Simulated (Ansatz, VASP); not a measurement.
**Sc: VASP beside Ansatz**

```
Sc
1.0
     2.84531    0.00000    0.00000
     0.00000    2.84531    0.00000
     0.00000    0.00000    2.84531
Sc
1
Direct
  0.00000 0.00000 0.00000
```

Alike in both runs: functional LDA; k mesh 15 × 15 × 15; occupations fermi-dirac, width 0.05 eV; no spin polarisation.

Ansatz relaxed the structure, and its values are those at the end. VASP's run is a single point on that final structure, the one shown.

|  | VASP | Ansatz |
| --- | --- | --- |
| version | VASP 6.6.1 | Ansatz 0.2.0 |
| potentials or method | VASP PAW LDA potentials, release 64 (Sc_sv) | PAW with Ansatz's default frozen-core files, scalar-relativistic |
| plane-wave cutoff (eV) | 520 | 420 |
| valence electrons in the cell | 11 | 11 |

```tsv
	VASP	Ansatz	Ansatz less VASP
pressure (GPa)	0.1	0.0	-0.04
```

LDA's correlation is that of Perdew and Zunger in VASP and of Perdew and Wang (1992) in Ansatz.
